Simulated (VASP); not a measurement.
# ZrN (Fm-3m) in VASP: further runs

The runs below take ZrN through relaxation of cell and atoms, single point, with PBE.

Program: VASP 6.6.1. These are calculated values, not measurements. Logs are shortened: lines on timing, memory, paths and dates and some standing lists are left out, and cuts for length are marked.

### 1 The cell of the first run

It takes space group Fm-3m (No. 225, cubic). Conventional cell: a = 4.593 Å, b = 4.593 Å, c = 4.593 Å, α = 90.00°, β = 90.00°, γ = 90.00°. Within 3.0 Å of Zr (site symmetry m-3m) lie 6 N at 2.30 Å. N (site symmetry m-3m) has 6 Zr at 2.30 Å within 3.0 Å.

### 2 Relaxation of cell and atoms, PBE

The input, INCAR:

```
  ALGO = Normal
  EDIFF = 1E-7
  EDIFFG = -0.01
  ENCUT = 600
  GGA = PE
  GGA_COMPAT = False
  IBRION = 2
  ISIF = 3
  ISMEAR = 0
  LASPH = True
  LCHARG = False
  LREAL = False
  LWAVE = False
  NELM = 120
  NELMIN = 4
  NSW = 100
  PREC = Accurate
  SIGMA = 0.1
```

The input, KPOINTS:

```
k-points
0
Gamma
  20 20 20
```

The input, POSCAR:

```
ZrN
1.0
    0.0000000000      2.2967498141      2.2967498141
    2.2967498141      0.0000000000      2.2967498141
    2.2967498141      2.2967498141      0.0000000000
Zr N
1 1
Direct
    0.0000000000      0.0000000000      0.0000000000
    0.5000000000      0.5000000000      0.5000000000
```

Potentials or basis: VASP PAW PBE potentials, release 64 (Zr_sv, N).

Run with:

```sh
$ cat potpaw_PBE.64/Zr_sv/POTCAR potpaw_PBE.64/N/POTCAR > POTCAR
$ mpirun -np 1 vasp_std > vasp.out
```

OUTCAR:

```text
EDIFF = 1E-7
   EDIFFG = -0.01
   ENCUT = 600
   GGA = PE
   IBRION = 2
   ISIF = 3
   ISMEAR = 0
   LASPH = True
   LREAL = False
   NELM = 120
   NELMIN = 4
   NSW = 100
   PREC = Accurate

 ion  position               nearest neighbor table
   1  0.000  0.000  0.000-   2 2.30   2 2.30   2 2.30   2 2.30   2 2.30   2 2.30
   2  0.500  0.500  0.500-   1 2.30   1 2.30   1 2.30   1 2.30   1 2.30   1 2.30

  LATTYP: Found a face centered cubic cell.
 ALAT       =     4.5934996282

  Lattice vectors:

 A1 = (   0.0000000000,   2.2967498141,   2.2967498141)
 A2 = (   2.2967498141,   0.0000000000,   2.2967498141)
 A3 = (   2.2967498141,   2.2967498141,   0.0000000000)

Analysis of symmetry for initial positions (statically):
=====================================================================
 Subroutine PRICEL returns:
 Original cell was already a primitive cell.

 Routine SETGRP: Setting up the symmetry group for a
 face centered cubic supercell.

 Subroutine GETGRP returns: Found 48 space group operations
 (whereof 48 operations were pure point group operations)
 out of a pool of 48 trial point group operations.

The static configuration has the point symmetry O_h .

Analysis of symmetry for dynamics (positions and initial velocities):
=====================================================================
 Subroutine PRICEL returns:
 Original cell was already a primitive cell.

 Routine SETGRP: Setting up the symmetry group for a
 face centered cubic supercell.

 Subroutine GETGRP returns: Found 48 space group operations
 (whereof 48 operations were pure point group operations)
 out of a pool of 48 trial point group operations.

The dynamic configuration has the point symmetry O_h .

 Subroutine INISYM returns: Found 48 space group operations
 (whereof 48 operations are pure point group operations),
 and found     1 'primitive' translations

----------------------------------------------------------------------------------------

                                     Primitive cell

  volume of cell :      24.2310

  direct lattice vectors                    reciprocal lattice vectors
     0.000000000  2.296749814  2.296749814    -0.217698940  0.217698940  0.217698940
     2.296749814  0.000000000  2.296749814     0.217698940 -0.217698940  0.217698940
     2.296749814  2.296749814  0.000000000     0.217698940  0.217698940 -0.217698940

  length of vectors
     3.248094736  3.248094736  3.248094736     0.377065625  0.377065625  0.377065625

  position of ions in fractional coordinates (direct lattice)
     0.000000000  0.000000000  0.000000000
     0.500000000  0.500000000  0.500000000

  ion indices of the primitive-cell ions
   primitive index   ion index
                 1           1
                 2           2

----------------------------------------------------------------------------------------

 KPOINTS: k-points

Automatic generation of k-mesh.
 Grid dimensions read from file:
 generate k-points for:   20   20   20

 Generating k-lattice:

  Cartesian coordinates                     Fractional coordinates (reciprocal lattice)
    -0.010884947  0.010884947  0.010884947     0.050000000  0.000000000  0.000000000
     0.010884947 -0.010884947  0.010884947     0.000000000  0.050000000  0.000000000
     0.010884947  0.010884947 -0.010884947     0.000000000  0.000000000  0.050000000

  Length of vectors
     0.018853281  0.018853281  0.018853281

  Shift w.r.t. Gamma in fractional coordinates (k-lattice)
     0.000000000  0.000000000  0.000000000

 Subroutine IBZKPT returns following result:
 ===========================================

 Found    256 irreducible k-points:

 Following reciprocal coordinates:
            Coordinates               Weight
  0.000000  0.000000  0.000000      1.000000
  0.050000  0.000000  0.000000      8.000000
  0.100000  0.000000  0.000000      8.000000
  0.150000  0.000000  0.000000      8.000000
  0.200000  0.000000  0.000000      8.000000
  0.250000  0.000000  0.000000      8.000000
[... 16 lines left out ...]
 -0.400000  0.050000  0.000000     24.000000
 -0.350000  0.050000  0.000000     24.000000
 [... further k-points ...]
   k-points           NKPTS =    256   k-points in BZ     NKDIM =    256   number of bands    NBANDS=     12
   number of dos      NEDOS =    301   number of ions     NIONS =      2
   total plane-waves  NPLWV =  21952
   dimension x,y,z NGX =    28 NGY =   28 NGZ =   28
   dimension x,y,z NGXF=    56 NGYF=   56 NGZF=   56
   ions per type =               1   1
   NGX,Y,Z   is equivalent  to a cutoff of  14.33, 14.33, 14.33 a.u.
   NGXF,Y,Z  is equivalent  to a cutoff of  28.66, 28.66, 28.66 a.u.
 SYSTEM =  unknown system
   PREC   = accura    normal or accurate (medium, high low for compatibility)
   ISTART =      0    job   : 0-new  1-cont  2-samecut
   ICHARG =      2    charge: 1-file 2-atom 10-const
   ISPIN  =      1    spin polarized calculation?
   LNONCOLLINEAR =      F non collinear calculations
   LSORBIT =      F    spin-orbit coupling
   LASPH  =      T    aspherical Exc in radial PAW
   ENCUT  =  600.0 eV  44.10 Ry    6.64 a.u.   6.49  6.49  6.49*2*pi/ulx,y,z
   NELM   =    120;   NELMIN=  4; NELMDL= -5     # of ELM steps
   EDIFF  = 0.1E-06   stopping-criterion for ELM
   LREAL  =      F    real-space projection
   EDIFFG = -.1E-01   stopping-criterion for IOM
   NSW    =    100    number of steps for IOM
   IBRION =      2    ionic relax: 0-MD 1-quasi-New 2-CG
   NFREE  =      1    steps in history (QN), initial steepest desc. (CG)
   ISIF   =      3    stress and relaxation
   ISYM   =      2    0-nonsym 1-usesym 2-fastsym
   POTIM  = 0.5000    time-step for ionic-motion
   TEBEG  =    0.0;   TEEND  =   0.0 temperature during run
   PSTRESS=    0.0 pullay stress
   NELECT =      17.0000    total number of electrons
   NUPDOWN=      -1.0000    fix difference up-down
   EMIN   =  10.00;   EMAX   =-10.00  energy-range for DOS
   EFERMI =   0.00;   METHOD = LEGACY
   ISMEAR =     0;   SIGMA  =   0.10  broadening in eV -4-tet -1-fermi 0-gaus
   EFERMI_NEDOS =   21; number of points for ismear=-14 and -15
   IALGO  =     38    algorithm
   IMIX   =      4    mixing-type and parameters
     AMIX     =   0.40;   BMIX     =  1.00
     AMIX_MAG =   1.60;   BMIX_MAG =  1.00
  volume/ion in A,a.u.               =      12.12        81.76
  Fermi-wavevector in a.u.,A,eV,Ry     =   1.454680  2.748946 28.791203  2.116094
  Thomas-Fermi vector in A             =   2.571803
   LORBIT       =      0    0 simple, 1 ext, 2 COOP (PROOUT), +10 PAW based schemes
   GGA     = PE    functional components
   LHFCALC =     F    Hartree Fock is set to
   AEXX    =    0.0000 exact exchange contribution
   IVDW    =     0    specifies the selected vdW correction
   LEPSILON=     F    determine dielectric tensor
   LRPA    =     F    only Hartree local field effects (RPA)
 conjugate gradient relaxation of ions
 non-spin polarized calculation
 Gauss-broadening in eV      SIGMA  =   0.10
  energy-cutoff  :      600.00
  volume of cell :       24.23
 maximum number of plane-waves:       869
 NGX is ok and might be reduce to    28
   NGX = 13   NGY = 13   NGZ = 13

--------------------------------------- Ionic step        1  -------------------------------------------

 number of electron      17.0000000 magnetization

 Free energy of the ion-electron system (eV)
  ---------------------------------------------------
  ext. energy  EPLUGINS =         0.00000000
  ---------------------------------------------------
  free energy    TOTEN  =       -20.37342964 eV

  energy without entropy =      -20.36964573  energy(sigma->0) =      -20.37153768

------------------------ aborting loop because EDIFF is reached ----------------------------------------

  FORCE on cell =-STRESS in cart. coord.  units (eV):
  Direction    XX          YY          ZZ          XY          YZ          ZX
  --------------------------------------------------------------------------------------
  -------------------------------------------------------------------------------------
  Total        0.0507834      0.0507834      0.0507834     -0.0000000     -0.0000000      0.0000000
  in kB        3.3578529      3.3578529      3.3578529     -0.0000000     -0.0000000      0.0000000
  external PRESSURE =       3.3578529 kB  Pullay stress =       0.0000000 kB
[... 57 lines left out ...]
  energy  without entropy=      -20.3695638532  energy(sigma->0) =      -20.37146116

--------------------------------------- Ionic step        3  -------------------------------------------

 number of electron      17.0000000 magnetization

 Free energy of the ion-electron system (eV)
  ---------------------------------------------------
  ext. energy  EPLUGINS =         0.00000000
  ---------------------------------------------------
  free energy    TOTEN  =       -20.37346238 eV

  energy without entropy =      -20.36967467  energy(sigma->0) =      -20.37156853

 E-fermi :  11.9175     XC(G=0): -12.4678

 val. band max:       11.9090540792   @ k =  -0.1000   0.1000   0.0000
 cond. band min:      11.9236126491   @ k =  -0.4000   0.3000   0.0000
 fundamental gap:      0.0145585699
 Fermi energy:        11.9174641523

 k-point     1 :       0.0000    0.0000    0.0000
  band No.  band energies     occupation
      1     -37.7294      2.00000
      2     -15.3578      2.00000
      3     -15.3578      2.00000
      4     -15.3578      2.00000
      5      -4.3651      2.00000
      6       9.2307      2.00000
      7       9.2307      2.00000
      8       9.2307      2.00000
      9      11.4837      2.00000
     10      11.4837      2.00000
     11      11.4837      2.00000
     12      13.4480      0.00000
[... 331 lines left out ...]
 k-point    24 :      -0.3500    0.0500    0.0000
  band No.  band energies     occupation
      1     -37.6136      2.00000
      2     -16.3096      2.00000
      3     -15.4655      2.00000
      4     -15.4265      2.00000
      5      -2.6083      2.00000
      6       4.9218      2.00000
      7       6.4747      2.00000
      8       6.6740      2.00000
      9      13.4354      0.00000
     10      13.9392      0.00000
     11      14.5835      0.00000
     12      17.3562      0.00000

 [... further k-points ...]

------------------------ aborting loop because EDIFF is reached ----------------------------------------

  FORCE on cell =-STRESS in cart. coord.  units (eV):
  Direction    XX          YY          ZZ          XY          YZ          ZX
  --------------------------------------------------------------------------------------
  -------------------------------------------------------------------------------------
  Total        0.0005677      0.0005677      0.0005677     -0.0000000     -0.0000000      0.0000000
  in kB        0.0374844      0.0374844      0.0374844     -0.0000000     -0.0000000      0.0000000
  external PRESSURE =       0.0374844 kB  Pullay stress =       0.0000000 kB
[... 17 lines left out ...]
  FREE ENERGIE OF THE ION-ELECTRON SYSTEM (eV)
  ---------------------------------------------------
  free  energy   TOTEN  =       -20.3734623812 eV

  energy  without entropy=      -20.3696746737  energy(sigma->0) =      -20.37156853

 reached required accuracy - stopping structural energy minimisation
```

It took 92 s on 1 thread of Intel Xeon 6975P-C (Granite Rapids), shared host; peak memory 0.25 GiB.

What came out:

* Free energy: -20.3735 eV
* Relaxed volume: 12.13 Å³/atom
* Relaxed cell: a = 3.250 Å, b = 3.250 Å, c = 3.250 Å, α = 60.00°, β = 60.00°, γ = 60.00°
* Space group after relaxing (to 0.1 Å): Fm-3m (No. 225)
* Energy gained by relaxing: 0.0 meV/atom
* Ionic steps: 3
* Pressure after relaxing: 0.0 GPa
* Band gap on the k mesh: zero (an odd number of electrons rules out a gap without spin polarisation)

Final structure:
```
Zr N
1.0
     0.00000    2.29775    2.29775
     2.29775    0.00000    2.29775
     2.29775    2.29775    0.00000
Zr N
1 1
Cartesian
  0.0000 0.0000 0.0000
  2.2978 2.2978 2.2978
```

Levels at points of the mesh, in eV from the Fermi level:
```csv
k point,band 5,band 6,band 7,band 8,band 9,band 10,band 11,band 12
"(0.00, 0.00, 0.00)",-16.28,-2.69,-2.69,-2.69,-0.43,-0.43,-0.43,1.53
"(0.50, 0.00, 0.00)",-14.12,-7.66,-5.69,-5.69,2.95,3.02,3.02,4.68
"(0.50, 0.50, 0.00)",-15.75,-4.60,-3.49,-3.20,-3.20,3.30,4.45,4.45
```

(Part 1 of 2 ends here.)
